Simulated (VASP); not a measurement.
# Ca (P6_3/mmc) in VASP: notebook, part 3 of 3

VASP 6.6.1. The steps go on from the part before.

### Step 4. Single point, PBE (47.51 Å³/atom)

This run uses another cell than the first one, of 47.51 Å³/atom.

INCAR reads:

```
SYSTEM = Ca
PREC = Accurate
ENCUT = 520
EDIFF = 1E-6
ISMEAR = -1
SIGMA = 0.1
LREAL = .FALSE.
LASPH = .TRUE.
NELM = 80
ALGO = Normal
ISIF = 2
LWAVE = .FALSE.
LCHARG = .TRUE.
GGA = PE
LELF = .TRUE.
LVHAR = .TRUE.
NBANDS = 17
```

KPOINTS reads:

```
Automatic mesh
0
G
  11 11 6
  0 0 0
```

POSCAR reads:

```
Ca
1.0
    4.0564139975      0.0000000000      0.0000000000
   -2.0282069988      3.5129575701      0.0000000000
    0.0000000000      0.0000000000      6.6686828966
Ca
2
Direct
    0.3333333333      0.6666666667      0.2500000000
    0.6666666667      0.3333333333      0.7500000000
```

Potentials or basis: VASP PAW PBE potentials, release 64 (Ca_sv).

Command:

```
cat potpaw_PBE.64/Ca_sv/POTCAR > POTCAR
mpirun -np 1 vasp_std > vasp.out
```

OUTCAR:

```text
SYSTEM = Ca
   PREC = Accurate
   ENCUT = 520
   EDIFF = 1E-6
   ISMEAR = -1
   LREAL = .FALSE.
   LASPH = .TRUE.
   NELM = 80
   ISIF = 2
   GGA = PE

 ion  position               nearest neighbor table
   1  0.333  0.667  0.250-
   2  0.667  0.333  0.750-

  LATTYP: Found a hexagonal cell.
 ALAT       =     4.0564139975
 C/A-ratio  =     1.6439847858

  Lattice vectors:

 A1 = (   4.0564139975,   0.0000000000,   0.0000000000)
 A2 = (  -2.0282069988,   3.5129575701,   0.0000000000)
 A3 = (   0.0000000000,   0.0000000000,   6.6686828966)

Analysis of symmetry for initial positions (statically):
=====================================================================
 Subroutine PRICEL returns:
 Original cell was already a primitive cell.

 Routine SETGRP: Setting up the symmetry group for a
 hexagonal supercell.

 Subroutine GETGRP returns: Found 24 space group operations
 (whereof 12 operations were pure point group operations)
 out of a pool of 24 trial point group operations.

The static configuration has the point symmetry D_3d.
 The point group associated with its full space group is D_6h.

Analysis of symmetry for dynamics (positions and initial velocities):
=====================================================================
 Subroutine PRICEL returns:
 Original cell was already a primitive cell.

 Routine SETGRP: Setting up the symmetry group for a
 hexagonal supercell.

 Subroutine GETGRP returns: Found 24 space group operations
 (whereof 12 operations were pure point group operations)
 out of a pool of 24 trial point group operations.

The dynamic configuration has the point symmetry D_3d.
 The point group associated with its full space group is D_6h.

 Subroutine INISYM returns: Found 24 space group operations
 (whereof 12 operations are pure point group operations),
 and found     1 'primitive' translations

----------------------------------------------------------------------------------------

                                     Primitive cell

  volume of cell :      95.0288

  direct lattice vectors                    reciprocal lattice vectors
     4.056413997  0.000000000  0.000000000     0.246523161  0.142330213  0.000000000
    -2.028206999  3.512957570  0.000000000     0.000000000  0.284660426  0.000000000
     0.000000000  0.000000000  6.668682897     0.000000000  0.000000000  0.149954649

  length of vectors
     4.056413997  4.056413998  6.668682897     0.284660426  0.284660426  0.149954649

  position of ions in fractional coordinates (direct lattice)
     0.333333333  0.666666667  0.250000000
     0.666666667  0.333333333  0.750000000

  ion indices of the primitive-cell ions
   primitive index   ion index
                 1           1
                 2           2

----------------------------------------------------------------------------------------

 KPOINTS: Automatic mesh

Automatic generation of k-mesh.
 Grid dimensions read from file:
 generate k-points for:   11   11    6

 Generating k-lattice:

  Cartesian coordinates                     Fractional coordinates (reciprocal lattice)
     0.022411196  0.012939110  0.000000000     0.090909091 -0.000000000  0.000000000
     0.000000000  0.025878221  0.000000000     0.000000000  0.090909091  0.000000000
     0.000000000  0.000000000  0.024992441     0.000000000  0.000000000  0.166666667

  Length of vectors
     0.025878221  0.025878221  0.024992441

  Shift w.r.t. Gamma in fractional coordinates (k-lattice)
     0.000000000  0.000000000  0.000000000

 Subroutine IBZKPT returns following result:
 ===========================================

 Found     64 irreducible k-points:

 Following reciprocal coordinates:
            Coordinates               Weight
  0.000000  0.000000  0.000000      1.000000
  0.090909  0.000000  0.000000      6.000000
  0.181818  0.000000  0.000000      6.000000
  0.272727  0.000000  0.000000      6.000000
  0.363636  0.000000  0.000000      6.000000
  0.454545  0.000000  0.000000      6.000000
[... 16 lines left out ...]
  0.090909  0.090909  0.166667     12.000000
  0.181818  0.090909  0.166667     24.000000
 [... further k-points ...]
   k-points           NKPTS =     64   k-points in BZ     NKDIM =     64   number of bands    NBANDS=     17
   number of dos      NEDOS =    301   number of ions     NIONS =      2
   total plane-waves  NPLWV =  45000
   dimension x,y,z NGX =    30 NGY =   30 NGZ =   50
   dimension x,y,z NGXF=    60 NGYF=   60 NGZF=  100
   ions per type =               2
   NGX,Y,Z   is equivalent  to a cutoff of  12.30, 12.30, 12.46 a.u.
   NGXF,Y,Z  is equivalent  to a cutoff of  24.59, 24.59, 24.93 a.u.
 SYSTEM =  Ca
   PREC   = accura    normal or accurate (medium, high low for compatibility)
   ISTART =      0    job   : 0-new  1-cont  2-samecut
   ICHARG =      2    charge: 1-file 2-atom 10-const
   ISPIN  =      1    spin polarized calculation?
   LNONCOLLINEAR =      F non collinear calculations
   LSORBIT =      F    spin-orbit coupling
   LASPH  =      T    aspherical Exc in radial PAW
   ENCUT  =  520.0 eV  38.22 Ry    6.18 a.u.   7.54  7.54 12.40*2*pi/ulx,y,z
   NELM   =     80;   NELMIN=  2; NELMDL= -5     # of ELM steps
   EDIFF  = 0.1E-05   stopping-criterion for ELM
   LREAL  =      F    real-space projection
   EDIFFG = 0.1E-04   stopping-criterion for IOM
   NSW    =      0    number of steps for IOM
   IBRION =     -1    ionic relax: 0-MD 1-quasi-New 2-CG
   NFREE  =      0    steps in history (QN), initial steepest desc. (CG)
   ISIF   =      2    stress and relaxation
   ISYM   =      2    0-nonsym 1-usesym 2-fastsym
   POTIM  = 0.5000    time-step for ionic-motion
   TEBEG  =    0.0;   TEEND  =   0.0 temperature during run
   PSTRESS=    0.0 pullay stress
   NELECT =      20.0000    total number of electrons
   NUPDOWN=      -1.0000    fix difference up-down
   EMIN   =  10.00;   EMAX   =-10.00  energy-range for DOS
   EFERMI =   0.00;   METHOD = LEGACY
   ISMEAR =    -1;   SIGMA  =   0.10  broadening in eV -4-tet -1-fermi 0-gaus
   EFERMI_NEDOS =   21; number of points for ismear=-14 and -15
   IALGO  =     38    algorithm
   IMIX   =      4    mixing-type and parameters
     AMIX     =   0.40;   BMIX     =  1.00
     AMIX_MAG =   1.60;   BMIX_MAG =  1.00
  volume/ion in A,a.u.               =      47.51       320.64
  Fermi-wavevector in a.u.,A,eV,Ry     =   0.973792  1.840201 12.902021  0.948272
  Thomas-Fermi vector in A             =   2.104200
   LORBIT       =      0    0 simple, 1 ext, 2 COOP (PROOUT), +10 PAW based schemes
   GGA     = PE    functional components
   LHFCALC =     F    Hartree Fock is set to
   AEXX    =    0.0000 exact exchange contribution
   IVDW    =     0    specifies the selected vdW correction
   LEPSILON=     F    determine dielectric tensor
   LRPA    =     F    only Hartree local field effects (RPA)
 non-spin polarized calculation
  energy-cutoff  :      520.00
  volume of cell :       95.03
 maximum number of plane-waves:      2586
 NGX is ok and might be reduce to    30
   NGX = 15   NGY = 15   NGZ = 25

 number of electron      20.0000000 magnetization

 Free energy of the ion-electron system (eV)
  ---------------------------------------------------
  ext. energy  EPLUGINS =         0.00000000
  ---------------------------------------------------
  free energy    TOTEN  =        -3.84092120 eV

  energy without entropy =       -3.75530694  energy(sigma->0) =       -3.79811407

 E-fermi :   1.5373     XC(G=0):  -7.3764

 val. band max:        1.5325370170   @ k =   0.3636   0.0909   0.0000
 cond. band min:       1.5615004809   @ k =   0.3636   0.2727   0.5000
 fundamental gap:      0.0289634639
 Fermi energy:         1.5372575431

 k-point     1 :       0.0000    0.0000    0.0000
  band No.  band energies     occupation
      1     -40.7651      2.00000
      2     -40.7577      2.00000
      3     -21.7768      2.00000
      4     -21.7068      2.00000
      5     -21.7068      2.00000
      6     -21.6947      2.00000
[... 9 lines left out ...]
     16       3.9507      0.00000
     17       4.3060      0.00000
[... 441 lines left out ...]
 k-point    24 :       0.1818    0.0909    0.1667
  band No.  band energies     occupation
      1     -40.7613      2.00000
      2     -40.7565      2.00000
      3     -21.7604      2.00000
      4     -21.7341      2.00000
      5     -21.7306      2.00000
      6     -21.7155      2.00000
[... 9 lines left out ...]
     16       4.1720      0.00000
     17       4.3419      0.00000

 [... further k-points ...]

------------------------ aborting loop because EDIFF is reached ----------------------------------------

  FORCE on cell =-STRESS in cart. coord.  units (eV):
  Direction    XX          YY          ZZ          XY          YZ          ZX
  --------------------------------------------------------------------------------------
  -------------------------------------------------------------------------------------
  Total       -0.9236313     -0.9236313     -1.0137082      0.0000000     -0.0000000      0.0000000
  in kB      -15.5723430    -15.5723430    -17.0910328      0.0000000     -0.0000000      0.0000000
  external PRESSURE =     -16.0785729 kB  Pullay stress =       0.0000000 kB

 VOLUME and BASIS-vectors are now :
 -----------------------------------------------------------------------------
  energy-cutoff  :      520.00
  volume of cell :       95.03
      direct lattice vectors                 reciprocal lattice vectors
     4.056413997  0.000000000  0.000000000     0.246523161  0.142330213  0.000000000
    -2.028206999  3.512957570  0.000000000     0.000000000  0.284660426  0.000000000
     0.000000000  0.000000000  6.668682897     0.000000000  0.000000000  0.149954649

 POSITION                                       TOTAL-FORCE (eV/Angst)
 -----------------------------------------------------------------------------------
     -0.00000      2.34197      1.66717         0.000000     -0.000000     -0.000000
      2.02821      1.17099      5.00151        -0.000000      0.000000      0.000000
 -----------------------------------------------------------------------------------
    total drift:                               -0.000000      0.000000     -0.000000

  FREE ENERGIE OF THE ION-ELECTRON SYSTEM (eV)
  ---------------------------------------------------
  free  energy   TOTEN  =        -3.8409212020 eV

  energy  without entropy=       -3.7553069411  energy(sigma->0) =       -3.79811407
```

OSZICAR:

```text
N       E                     dE             d eps       ncg     rms          rms(c)
DAV:   1     0.168202759833E+03    0.16820E+03   -0.98863E+03  2192   0.104E+03
DAV:   2     0.545103147826E+01   -0.16275E+03   -0.16082E+03  2426   0.308E+02
DAV:   3    -0.350245859232E+01   -0.89535E+01   -0.88681E+01  4201   0.523E+01
DAV:   4    -0.383075673564E+01   -0.32830E+00   -0.32754E+00  2887   0.105E+01
DAV:   5    -0.384610564350E+01   -0.15349E-01   -0.15340E-01  3660   0.149E+00    0.320E+00
DAV:   6    -0.384053799683E+01    0.55676E-02   -0.24890E-02  2982   0.146E+00    0.196E+00
DAV:   7    -0.384165141072E+01   -0.11134E-02   -0.34738E-02  2649   0.194E+00    0.131E-01
DAV:   8    -0.384087439235E+01    0.77702E-03   -0.33380E-03  2876   0.483E-01    0.254E-02
DAV:   9    -0.384092061436E+01   -0.46222E-04   -0.35937E-04  4062   0.790E-02    0.199E-02
DAV:  10    -0.384092358481E+01   -0.29704E-05   -0.56766E-05  2823   0.661E-02    0.874E-03
DAV:  11    -0.384092128028E+01    0.23045E-05   -0.44321E-06  2999   0.198E-02    0.377E-03
DAV:  12    -0.384092120196E+01    0.78316E-07   -0.28220E-07  2445   0.377E-03
   1 F= -.38409212E+01 E0= -.37981141E+01  d E =-.856143E-01
```

stdout:

```text
POSCAR found type information on POSCAR Ca
 POSCAR found :  1 types and       2 ions
 scaLAPACK will be used
 LDA part: xc-table for (Slater+PW92), standard interpolation
 POSCAR, INCAR and KPOINTS ok, starting setup
 FFT: planning ... GRIDC
 FFT: planning ... GRID_SOFT
 FFT: planning ... GRID
 WAVECAR not read
 entering main loop
```

It took 45 s on 1 thread of Intel Xeon 6975P-C (Granite Rapids), shared host; peak memory 0.24 GiB.

What came out:

```
Free energy            : -3.8409 eV
Pressure               : -1.6 GPa
Band gap on the k mesh : zero (bands 10 and 11 overlap by 0.50 eV)
```

### Step 5. Single point, PBE

This run uses another cell than the first one, of 42.42 Å³/atom.

INCAR reads:

```
PREC = Accurate
ENCUT = 520
EDIFF = 1E-7
ISMEAR = -1
SIGMA = 0.1
LREAL = False
LASPH = True
NELM = 80
ALGO = Normal
ISIF = 2
LWAVE = False
LCHARG = False
GGA = PE
NBANDS = 17
```

KPOINTS reads:

```
Automatic mesh
0
Gamma
  15 15 8
```

POSCAR reads:

```
Ca
1.0
    3.9060362111      0.0000000000      0.0000000000
   -1.9530181055      3.3827265869      0.0000000000
    0.0000000000      0.0000000000      6.4214641036
Ca
2
Direct
    0.3333333333      0.6666666667      0.2500000000
    0.6666666667      0.3333333333      0.7500000000
```

Command:

```
cat potpaw_PBE.64/Ca_sv/POTCAR > POTCAR
mpirun -np 1 vasp_std > vasp.out
```

Run time: 71 s. Hardware: 1 thread of Intel Xeon 6975P-C (Granite Rapids), shared host; peak memory 0.3 GiB.

The run converged. Its results:

| Item | Value |
| --- | --- |
| Free energy | -3.8935 eV |
| Pressure | 0.0 GPa |
| Band gap on the k mesh | zero (bands 10 and 11 overlap by 0.44 eV) |

Levels at points of the mesh, in eV from the Fermi level:
| k point | band 6 | band 7 | band 8 | band 9 | band 10 | band 11 | band 12 | band 13 | band 14 | band 15 |
| --- | --- | --- | --- | --- | --- | --- | --- | --- | --- | --- |
| (0.00, 0.00, 0.00) | -22.96 | -22.96 | -22.96 | -4.05 | -1.05 | -0.23 | 2.26 | 2.29 | 2.29 | 2.60 |
| (0.00, 0.00, 0.50) | -22.97 | -22.97 | -22.97 | -3.05 | -3.05 | 1.38 | 1.38 | 2.29 | 2.29 | 2.29 |

### Step 6. Overview

| cell | k mesh | gap on the mesh (eV) | pressure (GPa) |
| --- | --- | --- | --- |
| a = 3.957, b = 3.957, c = 6.506 Å, angles 90.0, 90.0, 120.0°, 2 atoms | 11 × 11 × 6 | none | -0.6 |
| a = 4.008, b = 4.008, c = 6.588 Å, angles 90.0, 90.0, 120.0°, 2 atoms | 11 × 11 × 6 | none | -1.2 |
| a = 4.056, b = 4.056, c = 6.669 Å, angles 90.0, 90.0, 120.0°, 2 atoms | 11 × 11 × 6 | none | -1.6 |
| a = 3.906, b = 3.906, c = 6.421 Å, angles 90.0, 90.0, 120.0°, 2 atoms | 15 × 15 × 8 | none | 0.0 |

Alike in all rows: task single point; level PBE; potentials or basis VASP PAW PBE potentials, release 64 (Ca_sv); no spin polarisation; cutoff (eV) 520; smearing fermi-dirac 0.1 eV.

Total energies depend on the potentials used, so only differences within one code and one set of settings carry meaning.

The gap in the log of VASP goes by the Fermi energy; the results here count the filled bands.